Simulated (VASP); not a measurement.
# Tl2SbP3 (R-3m) in VASP: settings compared

Aim: see how the results for Tl2SbP3 move with the level of theory and the settings. Levels: PBEsol, r2SCAN+rVV10. Tasks: single point, relaxation of cell and atoms.

Everything below comes from runs of VASP 6.6.1. Logs are shortened: lines on timing, memory, paths and dates and some standing lists are left out, and cuts for length are marked.

## 1. The cell of the first run

Symmetry: R-3m, No. 166, trigonal system. The conventional cell has a = 5.495 Å, b = 5.495 Å, c = 14.595 Å, α = 90.00°, β = 90.00°, γ = 120.00°. Within 4.2 Å of Tl (site symmetry 3m) lie 9 P at 3.22 to 3.56 Å and 3 Sb at 3.26 Å and 4 Tl at 3.35 to 3.52 Å. Sb (site symmetry -3m) has 6 P at 2.90 Å and 6 Tl at 3.26 Å within 3.8 Å. P (site symmetry 2/m) has 4 P at 2.75 Å and 2 Sb at 2.90 Å and 6 Tl at 3.22 to 3.56 Å within 3.6 Å.

## 2. Single point, PBEsol

INCAR

```
SYSTEM = Tl2SbP3
  PREC = Accurate
  ENCUT = 520
  EDIFF = 1E-7
  ISMEAR = -1
  SIGMA = 0.03
  LREAL = .False.
  LASPH = .True.
  NELM = 60
  ALGO = Normal
  ISIF = 2
  LWAVE = .False.
  LCHARG = .False.
  GGA = PS
  NBANDS = 32
```

KPOINTS

```
regular mesh
0
Gamma
  4 4 4
  0 0 0
```

POSCAR

```
Tl2SbP3
1.0
    2.7473324045      1.5861731033      4.8650392119
   -2.7473324045      1.5861731033      4.8650392119
    0.0000000000     -3.1723462065      4.8650392119
Tl Sb P
2 1 3
Direct
    0.6147431806      0.6147431806      0.6147431806
    0.3852568194      0.3852568194      0.3852568194
    0.0000000000      0.0000000000      0.0000000000
    0.0000000000      0.5000000000      0.0000000000
    0.5000000000      0.0000000000      0.0000000000
    0.0000000000      0.0000000000      0.5000000000
```

Potentials or basis: VASP PAW PBE potentials, release 64 (Tl_d, Sb, P).

On the command line:

```sh
$ cat potpaw_PBE.64/Tl_d/POTCAR potpaw_PBE.64/Sb/POTCAR potpaw_PBE.64/P/POTCAR > POTCAR
$ mpirun -np 1 vasp_std > vasp.out
```

OUTCAR:

```text
SYSTEM = Tl2SbP3
   PREC = Accurate
   ENCUT = 520
   EDIFF = 1E-7
   ISMEAR = -1
   LREAL = .False.
   LASPH = .True.
   NELM = 60
   ISIF = 2
   GGA = PS

 ion  position               nearest neighbor table
   1  0.615  0.615  0.615-   4 3.22   5 3.22   5 3.22   4 3.22   6 3.22   6 3.22   3 3.26   3 3.26
                             3 3.26   2 3.35   2 3.52   2 3.52   2 3.52
   2  0.385  0.385  0.385-   4 3.22   5 3.22   4 3.22   5 3.22   6 3.22   6 3.22   3 3.26   3 3.26
                             3 3.26   1 3.35   1 3.52   1 3.52   1 3.52
   3  0.000  0.000  0.000-   6 2.90   6 2.90   4 2.90   5 2.90   4 2.90   5 2.90   2 3.26   1 3.26
                             2 3.26   1 3.26   2 3.26   1 3.26
   4  0.000  0.500  0.000-   6 2.75   6 2.75   5 2.75   5 2.75   3 2.90   3 2.90   2 3.22   1 3.22
                             2 3.22   1 3.22
   5  0.500  0.000  0.000-   6 2.75   6 2.75   4 2.75   4 2.75   3 2.90   3 2.90   2 3.22   1 3.22
                             1 3.22   2 3.22
   6  0.000  0.000  0.500-   4 2.75   5 2.75   4 2.75   5 2.75   3 2.90   3 2.90   2 3.22   1 3.22
                             2 3.22   1 3.22

  LATTYP: Found a trigonal (rhomboedric) cell.
 ALAT       =     5.8079589348
 COS(alpha) =     0.5524873266

  Lattice vectors:

 A1 = (   2.7473324045,   1.5861731033,   4.8650392119)
 A2 = (  -2.7473324045,   1.5861731033,   4.8650392119)
 A3 = (   0.0000000000,  -3.1723462065,   4.8650392119)

Analysis of symmetry for initial positions (statically):
=====================================================================
 Subroutine PRICEL returns:
 Original cell was already a primitive cell.

 Routine SETGRP: Setting up the symmetry group for a
 trigonal (rhombohedral) supercell.

 Subroutine GETGRP returns: Found 12 space group operations
 (whereof 12 operations were pure point group operations)
 out of a pool of 12 trial point group operations.

The static configuration has the point symmetry D_3d.

Analysis of symmetry for dynamics (positions and initial velocities):
=====================================================================
 Subroutine PRICEL returns:
 Original cell was already a primitive cell.

 Routine SETGRP: Setting up the symmetry group for a
 trigonal (rhombohedral) supercell.

 Subroutine GETGRP returns: Found 12 space group operations
 (whereof 12 operations were pure point group operations)
 out of a pool of 12 trial point group operations.

The dynamic configuration has the point symmetry D_3d.

 Subroutine INISYM returns: Found 12 space group operations
 (whereof 12 operations are pure point group operations),
 and found     1 'primitive' translations

----------------------------------------------------------------------------------------

                                     Primitive cell

  volume of cell :     127.2036

  direct lattice vectors                    reciprocal lattice vectors
     2.747332404  1.586173103  4.865039212     0.181994723  0.105074702  0.068516063
    -2.747332404  1.586173103  4.865039212    -0.181994723  0.105074702  0.068516063
     0.000000000 -3.172346206  4.865039212     0.000000000 -0.210149405  0.068516063

  length of vectors
     5.807958935  5.807958935  5.807958935     0.221036701  0.221036701  0.221036701

  position of ions in fractional coordinates (direct lattice)
     0.614743181  0.614743181  0.614743181
     0.385256819  0.385256819  0.385256819
     0.000000000  0.000000000  0.000000000
     1.000000000  0.500000000  0.000000000
     0.500000000  1.000000000  0.000000000
     0.000000000  0.000000000  0.500000000

  ion indices of the primitive-cell ions
   primitive index   ion index
                 1           1
                 2           2
                 3           3
                 4           4
                 5           5
                 6           6

----------------------------------------------------------------------------------------

 KPOINTS: regular mesh

Automatic generation of k-mesh.
 Grid dimensions read from file:
 generate k-points for:    4    4    4

 Generating k-lattice:

  Cartesian coordinates                     Fractional coordinates (reciprocal lattice)
     0.045498681  0.026268676  0.017129016     0.250000000 -0.000000000  0.000000000
    -0.045498681  0.026268676  0.017129016    -0.000000000  0.250000000  0.000000000
     0.000000000 -0.052537351  0.017129016     0.000000000  0.000000000  0.250000000

  Length of vectors
     0.055259175  0.055259175  0.055259175

  Shift w.r.t. Gamma in fractional coordinates (k-lattice)
     0.000000000  0.000000000  0.000000000

 Subroutine IBZKPT returns following result:
 ===========================================

 Found     13 irreducible k-points:

 Following reciprocal coordinates:
            Coordinates               Weight
  0.000000  0.000000  0.000000      1.000000
  0.250000  0.000000  0.000000      6.000000
  0.500000  0.000000  0.000000      3.000000
  0.250000  0.250000  0.000000      6.000000
  0.500000  0.250000  0.000000     12.000000
 -0.250000  0.250000  0.000000      6.000000
  0.500000  0.500000  0.000000      3.000000
  0.250000  0.250000  0.250000      2.000000
  0.500000  0.250000  0.250000      6.000000
 -0.250000  0.250000  0.250000      6.000000
  0.500000  0.500000  0.250000      6.000000
 -0.250000  0.500000  0.250000      6.000000
  0.500000  0.500000  0.500000      1.000000
   k-points           NKPTS =     13   k-points in BZ     NKDIM =     13   number of bands    NBANDS=     32
   number of dos      NEDOS =    301   number of ions     NIONS =      6
   total plane-waves  NPLWV = 110592
   dimension x,y,z NGX =    48 NGY =   48 NGZ =   48
   dimension x,y,z NGXF=    96 NGYF=   96 NGZF=   96
   ions per type =               2   1   3
   NGX,Y,Z   is equivalent  to a cutoff of  13.74, 13.74, 13.74 a.u.
   NGXF,Y,Z  is equivalent  to a cutoff of  27.48, 27.48, 27.48 a.u.
 SYSTEM =  Tl2SbP3
   PREC   = accura    normal or accurate (medium, high low for compatibility)
   ISTART =      0    job   : 0-new  1-cont  2-samecut
   ICHARG =      2    charge: 1-file 2-atom 10-const
   ISPIN  =      1    spin polarized calculation?
   LNONCOLLINEAR =      F non collinear calculations
   LSORBIT =      F    spin-orbit coupling
   LASPH  =      T    aspherical Exc in radial PAW
   ENCUT  =  520.0 eV  38.22 Ry    6.18 a.u.  10.80 10.80 10.80*2*pi/ulx,y,z
   NELM   =     60;   NELMIN=  2; NELMDL= -5     # of ELM steps
   EDIFF  = 0.1E-06   stopping-criterion for ELM
   LREAL  =      F    real-space projection
   EDIFFG = 0.1E-05   stopping-criterion for IOM
   NSW    =      0    number of steps for IOM
   IBRION =     -1    ionic relax: 0-MD 1-quasi-New 2-CG
   NFREE  =      0    steps in history (QN), initial steepest desc. (CG)
   ISIF   =      2    stress and relaxation
   ISYM   =      2    0-nonsym 1-usesym 2-fastsym
   POTIM  = 0.5000    time-step for ionic-motion
   TEBEG  =    0.0;   TEEND  =   0.0 temperature during run
   PSTRESS=    0.0 pullay stress
   NELECT =      46.0000    total number of electrons
   NUPDOWN=      -1.0000    fix difference up-down
   EMIN   =  10.00;   EMAX   =-10.00  energy-range for DOS
   EFERMI =   0.00;   METHOD = LEGACY
   ISMEAR =    -1;   SIGMA  =   0.03  broadening in eV -4-tet -1-fermi 0-gaus
   EFERMI_NEDOS =   21; number of points for ismear=-14 and -15
   IALGO  =     38    algorithm
   IMIX   =      4    mixing-type and parameters
     AMIX     =   0.40;   BMIX     =  1.00
     AMIX_MAG =   1.60;   BMIX_MAG =  1.00
  volume/ion in A,a.u.               =      21.20       143.07
  Fermi-wavevector in a.u.,A,eV,Ry     =   1.166347  2.204076 18.508883  1.360365
  Thomas-Fermi vector in A             =   2.302861
   LORBIT       =      0    0 simple, 1 ext, 2 COOP (PROOUT), +10 PAW based schemes
   GGA     = PS    functional components
   LHFCALC =     F    Hartree Fock is set to
   AEXX    =    0.0000 exact exchange contribution
   IVDW    =     0    specifies the selected vdW correction
   LEPSILON=     F    determine dielectric tensor
   LRPA    =     F    only Hartree local field effects (RPA)
 non-spin polarized calculation
  energy-cutoff  :      520.00
  volume of cell :      127.20
 maximum number of plane-waves:      3456
 NGX is ok and might be reduce to    48
   NGX = 21   NGY = 21   NGZ = 21

 number of electron      46.0000000 magnetization

 Free energy of the ion-electron system (eV)
  ---------------------------------------------------
  ext. energy  EPLUGINS =         0.00000000
  ---------------------------------------------------
  free energy    TOTEN  =       -25.44989296 eV

  energy without entropy =      -25.44702462  energy(sigma->0) =      -25.44845879

 E-fermi :   7.7137     XC(G=0): -10.8173

 val. band max:        7.7009893192   @ k =   0.0000   0.0000   0.0000
 cond. band min:       7.7644721386   @ k =   0.0000   0.0000   0.0000
 fundamental gap:      0.0634828194
 Fermi energy:         7.7137019876

 k-point     1 :       0.0000    0.0000    0.0000
  band No.  band energies     occupation
      1      -5.8392      2.00000
      2      -3.6932      2.00000
      3      -3.6932      2.00000
      4      -3.6929      2.00000
      5      -3.6929      2.00000
      6      -3.6721      2.00000
[... 24 lines left out ...]
     31      12.7629      0.00000
     32      14.6801      0.00000

 k-point     2 :       0.2500    0.0000    0.0000
  band No.  band energies     occupation
      1      -5.4717      2.00000
      2      -3.7691      2.00000
      3      -3.7318      2.00000
      4      -3.6684      2.00000
      5      -3.6304      2.00000
      6      -3.6138      2.00000
[... 24 lines left out ...]
     31      12.4425      0.00000
     32      14.1813      0.00000

 k-point     3 :       0.5000    0.0000    0.0000
  band No.  band energies     occupation
      1      -4.8347      2.00000
      2      -3.8641      2.00000
      3      -3.7877      2.00000
      4      -3.6666      2.00000
      5      -3.6661      2.00000
      6      -3.6613      2.00000
[... 24 lines left out ...]
     31      12.9538      0.00000
     32      13.5226      0.00000

 k-point     4 :       0.2500    0.2500    0.0000
  band No.  band energies     occupation
      1      -5.3735      2.00000
      2      -3.9161      2.00000
      3      -3.6768      2.00000
      4      -3.6644      2.00000
      5      -3.6334      2.00000
      6      -3.5658      2.00000
[... 24 lines left out ...]
     31      12.0477      0.00000
     32      13.4478      0.00000

 k-point     5 :       0.5000    0.2500    0.0000
  band No.  band energies     occupation
      1      -4.7514      2.00000
      2      -4.0671      2.00000
      3      -3.7003      2.00000
      4      -3.6469      2.00000
      5      -3.5870      2.00000
      6      -3.5448      2.00000
[... 199 lines left out ...]
     31      12.2515      0.00000
     32      12.8991      0.00000

 k-point    11 :       0.5000    0.5000    0.2500
  band No.  band energies     occupation
      1      -4.8667      2.00000
      2      -4.0759      2.00000
      3      -3.7134      2.00000
      4      -3.6485      2.00000
      5      -3.6369      2.00000
      6      -3.5606      2.00000
[... 24 lines left out ...]
     31      12.2762      0.00000
     32      12.7191      0.00000

 k-point    12 :      -0.2500    0.5000    0.2500
  band No.  band energies     occupation
      1      -4.4066      2.00000
      2      -4.3418      2.00000
      3      -3.6568      2.00000
      4      -3.6363      2.00000
      5      -3.5956      2.00000
      6      -3.5515      2.00000
[... 24 lines left out ...]
     31      12.0870      0.00000
     32      12.8772      0.00000

 k-point    13 :       0.5000    0.5000    0.5000
  band No.  band energies     occupation
      1      -5.0394      2.00000
      2      -3.8298      2.00000
      3      -3.7403      2.00000
      4      -3.7403      2.00000
      5      -3.7078      2.00000
      6      -3.7078      2.00000
[... 24 lines left out ...]
     31      12.7383      0.00000
     32      13.0729      0.00000

------------------------ aborting loop because EDIFF is reached ----------------------------------------

  FORCE on cell =-STRESS in cart. coord.  units (eV):
  Direction    XX          YY          ZZ          XY          YZ          ZX
  --------------------------------------------------------------------------------------
  -------------------------------------------------------------------------------------
  Total       -0.0255084     -0.0255084     -0.0323345      0.0000000     -0.0000000      0.0000000
  in kB       -0.3212884     -0.3212884     -0.4072658      0.0000000     -0.0000000      0.0000000
  external PRESSURE =      -0.3499476 kB  Pullay stress =       0.0000000 kB

 VOLUME and BASIS-vectors are now :
 -----------------------------------------------------------------------------
  energy-cutoff  :      520.00
  volume of cell :      127.20
      direct lattice vectors                 reciprocal lattice vectors
     2.747332404  1.586173103  4.865039212     0.181994723  0.105074702  0.068516063
    -2.747332404  1.586173103  4.865039212    -0.181994723  0.105074702  0.068516063
     0.000000000 -3.172346206  4.865039212     0.000000000 -0.210149405  0.068516063

 POSITION                                       TOTAL-FORCE (eV/Angst)
 -----------------------------------------------------------------------------------
      0.00000      0.00000      8.97225         0.000000      0.000000      0.005853
      0.00000      0.00000      5.62287         0.000000     -0.000000     -0.005853
      0.00000      0.00000      0.00000         0.000000      0.000000     -0.000000
     -1.37367      0.79309      2.43252        -0.000000     -0.000000     -0.000000
      1.37367      0.79309      2.43252         0.000000      0.000000      0.000000
      0.00000     -1.58617      2.43252         0.000000     -0.000000      0.000000
 -----------------------------------------------------------------------------------
    total drift:                                0.000000     -0.000000     -0.000000

  FREE ENERGIE OF THE ION-ELECTRON SYSTEM (eV)
  ---------------------------------------------------
  free  energy   TOTEN  =       -25.4498929603 eV

  energy  without entropy=      -25.4470246229  energy(sigma->0) =      -25.44845879
```

It took 49 s on 1 thread of AMD EPYC 9R45 (Zen 5), shared host; peak memory 0.31 GiB.

Results:

| Property | Result |
| --- | --- |
| Free energy | -25.4499 eV |
| Pressure | 0.0 GPa |
| Largest force | 0.006 eV/Å |
| Band gap on the k mesh | zero (band 23 reaches 8.80 eV, above the bottom of band 24 at 6.94 eV) |

Forces on the atoms (eV/Å):
```
Tl   0.000  0.000  0.006
Tl   0.000  0.000 -0.006
Sb   0.000  0.000  0.000
P    0.000  0.000  0.000
P    0.000  0.000  0.000
P    0.000  0.000  0.000
```

Levels at points of the mesh, in eV from the Fermi level:
```csv
k point,band 20,band 21,band 22,band 23,band 24,band 25,band 26,band 27
"(0.00, 0.00, 0.00)",-2.94,-2.24,-2.24,-0.01,0.05,0.05,2.93,2.93
"(0.50, 0.00, 0.00)",-1.52,-1.31,-1.03,-0.85,-0.77,1.30,2.76,2.83
"(0.50, 0.50, 0.00)",-1.55,-1.07,-0.81,-0.55,-0.42,0.08,0.96,3.03
"(0.50, 0.50, 0.50)",-1.33,-1.33,-0.81,-0.81,-0.58,-0.05,2.34,3.05
```

Caveat: the PAW data sets were made with another functional, which shifts forces and pressure a little; spin-orbit coupling is left out, which moves the levels of the heavy elements.

(Part 1 of 2 ends here.)
